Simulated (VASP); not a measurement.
# CrRu3 (Pm-3m) in VASP: settings compared

Aim: see how the results for CrRu3 move with the level of theory and the settings. Levels: PBE, PBE+D3(BJ). Tasks: single point.

All numbers are computed with VASP 6.6.1; they aren't measurements. Logs are shortened: lines on timing, memory, paths and dates and some standing lists are left out, and cuts for length are marked.

### Step 1. The cell of the first run

The structure is cubic, space group Pm-3m (No. 221). Conventional cell: a = 3.811 Å, b = 3.811 Å, c = 3.811 Å, α = 90.00°, β = 90.00°, γ = 90.00°. Ru (site symmetry 4/mmm) has 8 Ru at 2.69 Å and 4 Cr at 2.69 Å within 3.6 Å. Within 3.6 Å of Cr (site symmetry m-3m) lie 12 Ru at 2.69 Å.

### Step 2. Single point, PBE

Input file INCAR:

```
PREC     = Accurate       # precision mode
ENCUT    = 500            # plane-wave cutoff, eV
EDIFF    = 1E-6           # SCF threshold, eV
ISMEAR   = -1             # smearing method
SIGMA    = 0.1            # smearing width, eV
LREAL    = F              # projectors in reciprocal space
LASPH    = T              # aspherical terms in the spheres
NELM     = 120            # most SCF steps
ALGO     = Normal         # electronic algorithm
ISIF     = 2              # what is computed and relaxed
LWAVE    = F              # write WAVECAR
LCHARG   = F              # write CHGCAR
GGA      = PE             # functional
NBANDS   = 35             # bands
GGA_COMPAT= F
```

Input file KPOINTS:

```
Automatic mesh
0
Gamma
  5 5 5
```

Input file POSCAR:

```
CrRu3
1.0
    3.8111740000      0.0000000000      0.0000000000
    0.0000000000      3.8111740000      0.0000000000
    0.0000000000      0.0000000000      3.8111740000
Ru Cr
3 1
Direct
    0.0000000000      0.5000000000      0.5000000000
    0.5000000000      0.0000000000      0.5000000000
    0.5000000000      0.5000000000      0.0000000000
    0.0000000000      0.0000000000      0.0000000000
```

Potentials or basis: VASP PAW PBE potentials, release 64 (Ru_pv, Cr_pv).

On the command line:

```
$ cat potpaw_PBE.64/Ru_pv/POTCAR potpaw_PBE.64/Cr_pv/POTCAR > POTCAR
$ mpirun -np 1 vasp_std > vasp.out
```

OUTCAR:

```text
PREC = Accurate
   ENCUT = 500
   EDIFF = 1E-6
   ISMEAR = -1
   LREAL = F
   LASPH = T
   NELM = 120
   ISIF = 2
   GGA = PE

 ion  position               nearest neighbor table
   1  0.000  0.500  0.500-   2 2.69   3 2.69   4 2.69   3 2.69   4 2.69   2 2.69   4 2.69   4 2.69
                             2 2.69   3 2.69   3 2.69   2 2.69
   2  0.500  0.000  0.500-   1 2.69   3 2.69   4 2.69   3 2.69   4 2.69   1 2.69   3 2.69   3 2.69
                             1 2.69   4 2.69   4 2.69   1 2.69
   3  0.500  0.500  0.000-   1 2.69   2 2.69   4 2.69   1 2.69   2 2.69   2 2.69   4 2.69   2 2.69
                             1 2.69   4 2.69   1 2.69   4 2.69
   4  0.000  0.000  0.000-   1 2.69   2 2.69   3 2.69   1 2.69   2 2.69   1 2.69   3 2.69   1 2.69
                             2 2.69   3 2.69   2 2.69   3 2.69

  LATTYP: Found a simple cubic cell.
 ALAT       =     3.8111740000

  Lattice vectors:

 A1 = (   3.8111740000,   0.0000000000,   0.0000000000)
 A2 = (   0.0000000000,   3.8111740000,   0.0000000000)
 A3 = (   0.0000000000,   0.0000000000,   3.8111740000)

Analysis of symmetry for initial positions (statically):
=====================================================================
 Subroutine PRICEL returns:
 Original cell was already a primitive cell.

 Routine SETGRP: Setting up the symmetry group for a
 simple cubic supercell.

 Subroutine GETGRP returns: Found 48 space group operations
 (whereof 48 operations were pure point group operations)
 out of a pool of 48 trial point group operations.

The static configuration has the point symmetry O_h .

Analysis of symmetry for dynamics (positions and initial velocities):
=====================================================================
 Subroutine PRICEL returns:
 Original cell was already a primitive cell.

 Routine SETGRP: Setting up the symmetry group for a
 simple cubic supercell.

 Subroutine GETGRP returns: Found 48 space group operations
 (whereof 48 operations were pure point group operations)
 out of a pool of 48 trial point group operations.

The dynamic configuration has the point symmetry O_h .

 Subroutine INISYM returns: Found 48 space group operations
 (whereof 48 operations are pure point group operations),
 and found     1 'primitive' translations

----------------------------------------------------------------------------------------

                                     Primitive cell

  volume of cell :      55.3575
[... 77 lines left out ...]
   NELM   =    120;   NELMIN=  2; NELMDL= -5     # of ELM steps
   EDIFF  = 0.1E-05   stopping-criterion for ELM
   LREAL  =      F    real-space projection
   EDIFFG = 0.1E-04   stopping-criterion for IOM
   NSW    =      0    number of steps for IOM
   IBRION =     -1    ionic relax: 0-MD 1-quasi-New 2-CG
   NFREE  =      0    steps in history (QN), initial steepest desc. (CG)
   ISIF   =      2    stress and relaxation
   ISYM   =      2    0-nonsym 1-usesym 2-fastsym
   POTIM  = 0.5000    time-step for ionic-motion
   TEBEG  =    0.0;   TEEND  =   0.0 temperature during run
   PSTRESS=    0.0 pullay stress
   NELECT =      54.0000    total number of electrons
   NUPDOWN=      -1.0000    fix difference up-down
   EMIN   =  10.00;   EMAX   =-10.00  energy-range for DOS
   EFERMI =   0.00;   METHOD = LEGACY
   ISMEAR =    -1;   SIGMA  =   0.10  broadening in eV -4-tet -1-fermi 0-gaus
   EFERMI_NEDOS =   21; number of points for ismear=-14 and -15
   IALGO  =     38    algorithm
   IMIX   =      4    mixing-type and parameters
     AMIX     =   0.40;   BMIX     =  1.00
     AMIX_MAG =   1.60;   BMIX_MAG =  1.00
  volume/ion in A,a.u.               =      13.84        93.39
  Fermi-wavevector in a.u.,A,eV,Ry     =   1.623606  3.068170 35.866268  2.636096
  Thomas-Fermi vector in A             =   2.717029
   LORBIT       =      0    0 simple, 1 ext, 2 COOP (PROOUT), +10 PAW based schemes
   GGA     = PE    functional components
   LHFCALC =     F    Hartree Fock is set to
   AEXX    =    0.0000 exact exchange contribution
   IVDW    =     0    specifies the selected vdW correction
   LEPSILON=     F    determine dielectric tensor
   LRPA    =     F    only Hartree local field effects (RPA)
 non-spin polarized calculation
  energy-cutoff  :      500.00
  volume of cell :       55.36
 maximum number of plane-waves:      1413
 NGX is ok and might be reduce to    28
   NGX = 13   NGY = 13   NGZ = 13

 number of electron      54.0000000 magnetization

 Free energy of the ion-electron system (eV)
  ---------------------------------------------------
  ext. energy  EPLUGINS =         0.00000000
  ---------------------------------------------------
  free energy    TOTEN  =       -36.82450830 eV

  energy without entropy =      -36.66922117  energy(sigma->0) =      -36.74686474

 E-fermi :  11.3510     XC(G=0): -13.6696

 val. band max:       11.3415385548   @ k =   0.4000   0.2000   0.0000
 cond. band min:      11.3622674280   @ k =   0.2000   0.2000   0.2000
 fundamental gap:      0.0207288732
 Fermi energy:        11.3510301501

 k-point     1 :       0.0000    0.0000    0.0000
  band No.  band energies     occupation
      1     -32.0011      2.00000
      2     -32.0011      2.00000
      3     -32.0011      2.00000
      4     -31.5792      2.00000
      5     -31.5792      2.00000
      6     -31.5792      2.00000
[... 369 lines left out ...]
     34      14.5076      0.00000
     35      14.5480      0.00000

------------------------ aborting loop because EDIFF is reached ----------------------------------------

  FORCE on cell =-STRESS in cart. coord.  units (eV):
  Direction    XX          YY          ZZ          XY          YZ          ZX
  --------------------------------------------------------------------------------------
  -------------------------------------------------------------------------------------
  Total       -3.0713473     -3.0713473     -3.0713473      0.0000000      0.0000000     -0.0000000
  in kB      -88.8921015    -88.8921015    -88.8921015      0.0000000      0.0000000     -0.0000000
  external PRESSURE =     -88.8921015 kB  Pullay stress =       0.0000000 kB

 VOLUME and BASIS-vectors are now :
 -----------------------------------------------------------------------------
  energy-cutoff  :      500.00
  volume of cell :       55.36
      direct lattice vectors                 reciprocal lattice vectors
     3.811174000  0.000000000  0.000000000     0.262386341  0.000000000  0.000000000
     0.000000000  3.811174000  0.000000000     0.000000000  0.262386341  0.000000000
     0.000000000  0.000000000  3.811174000     0.000000000  0.000000000  0.262386341

 POSITION                                       TOTAL-FORCE (eV/Angst)
 -----------------------------------------------------------------------------------
      0.00000      1.90559      1.90559         0.000000      0.000000      0.000000
      1.90559      0.00000      1.90559         0.000000      0.000000      0.000000
      1.90559      1.90559      0.00000         0.000000      0.000000      0.000000
      0.00000      0.00000      0.00000         0.000000      0.000000      0.000000
 -----------------------------------------------------------------------------------
    total drift:                                0.000000      0.000000      0.000000

  FREE ENERGIE OF THE ION-ELECTRON SYSTEM (eV)
  ---------------------------------------------------
  free  energy   TOTEN  =       -36.8245083049 eV

  energy  without entropy=      -36.6692211665  energy(sigma->0) =      -36.74686474
```

OSZICAR:

```text
N       E                     dE             d eps       ncg     rms          rms(c)
DAV:   1     0.657171681275E+03    0.65717E+03   -0.30889E+04   700   0.170E+03
DAV:   2    -0.148810654918E+02   -0.67205E+03   -0.65553E+03   718   0.535E+02
DAV:   3    -0.410770507887E+02   -0.26196E+02   -0.24249E+02   756   0.110E+02
DAV:   4    -0.417412859583E+02   -0.66424E+00   -0.65912E+00   814   0.160E+01
DAV:   5    -0.417591624802E+02   -0.17877E-01   -0.17874E-01   862   0.263E+00    0.253E+01
DAV:   6    -0.635676431617E+02   -0.21808E+02   -0.21733E+02   821   0.721E+01    0.561E+01
DAV:   7    -0.369989819521E+02    0.26569E+02   -0.44592E+01   793   0.646E+01    0.648E+00
DAV:   8    -0.368462813241E+02    0.15270E+00   -0.19415E+00   708   0.893E+00    0.288E+00
DAV:   9    -0.368274897094E+02    0.18792E-01   -0.56207E-02   862   0.139E+00    0.120E+00
DAV:  10    -0.368257636558E+02    0.17261E-02   -0.32390E-02   872   0.129E+00    0.746E-01
DAV:  11    -0.368246000321E+02    0.11636E-02   -0.75060E-03   883   0.563E-01    0.184E-01
DAV:  12    -0.368246276268E+02   -0.27595E-04   -0.13899E-03   886   0.268E-01    0.183E-01
DAV:  13    -0.368245145517E+02    0.11308E-03   -0.65999E-04   907   0.167E-01    0.348E-02
DAV:  14    -0.368245086589E+02    0.58928E-05   -0.29016E-05   884   0.416E-02    0.261E-03
DAV:  15    -0.368245083049E+02    0.35401E-06   -0.59885E-07   415   0.620E-03
   1 F= -.36824508E+02 E0= -.36746865E+02  d E =-.155287E+00
```

stdout:

```text
POSCAR found type information on POSCAR RuCr
 POSCAR found :  2 types and       4 ions
 scaLAPACK will be used
 LDA part: xc-table for (Slater+PW92), standard interpolation
 POSCAR, INCAR and KPOINTS ok, starting setup
 FFT: planning ... GRIDC
 FFT: planning ... GRID_SOFT
 FFT: planning ... GRID
 WAVECAR not read
 entering main loop
```

Wall time 18 s (1 thread of Intel Xeon Platinum 8559C (Emerald Rapids), shared host); peak memory 0.15 GiB.

Results:

| Property | Result |
| --- | --- |
| Free energy | -36.8245 eV |
| Pressure | -8.9 GPa |
| Band gap on the k mesh | zero (bands 27 and 28 overlap by 2.56 eV) |

Levels at points of the mesh, in eV from the Fermi level:
```
           k point  band 22  band 23  band 24  band 25  band 26  band 27  band 28  band 29  band 30  band 31
(0.00, 0.00, 0.00)    -1.83     0.24     0.24     1.70     1.70     1.82     2.07     2.07     2.07     2.34
```

Caveat: the cell stands under tension; the run has no spin polarisation, though such a crystal can be magnetic. Spin polarisation is off, so any magnetic state and its effect on volume and gap are missing.

### Step 3. Single point, PBE

Input file INCAR:

```
SYSTEM = CrRu3
PREC = Accurate
ENCUT = 500
EDIFF = 1E-6
ISMEAR = -1
SIGMA = 0.15
LREAL = .FALSE.
LASPH = .TRUE.
NELM = 120
ALGO = Normal
ISIF = 2
LWAVE = .FALSE.
LCHARG = .FALSE.
GGA = PE
NBANDS = 35
GGA_COMPAT = .FALSE.
```

Input file KPOINTS:

```
regular mesh
0
G
  5 5 5
  0 0 0
```

POSCAR is that of step 2.

Potentials or basis: VASP PAW PBE potentials, release 64 (Ru_pv, Cr_pv).

On the command line:

```
$ cat potpaw_PBE.64/Ru_pv/POTCAR potpaw_PBE.64/Cr_pv/POTCAR > POTCAR
$ mpirun -np 1 vasp_std > vasp.out
```

It took 14 s on 1 thread of Intel Xeon Platinum 8559C (Emerald Rapids), shared host; peak memory 0.15 GiB.

Results (log left out):

* Free energy: -36.9255 eV
* Pressure: -8.5 GPa
* Band gap on the k mesh: zero (bands 27 and 28 overlap by 2.56 eV)

Levels at points of the mesh, in eV from the Fermi level:
```tsv
k point	band 22	band 23	band 24	band 25	band 26	band 27	band 28	band 29	band 30	band 31
(0.00, 0.00, 0.00)	-1.83	0.24	0.24	1.71	1.71	1.82	2.07	2.07	2.07	2.34
```

Caveat: the cell stands under tension; the run has no spin polarisation, though such a crystal can be magnetic.

(Continued in part 2 of 2.)
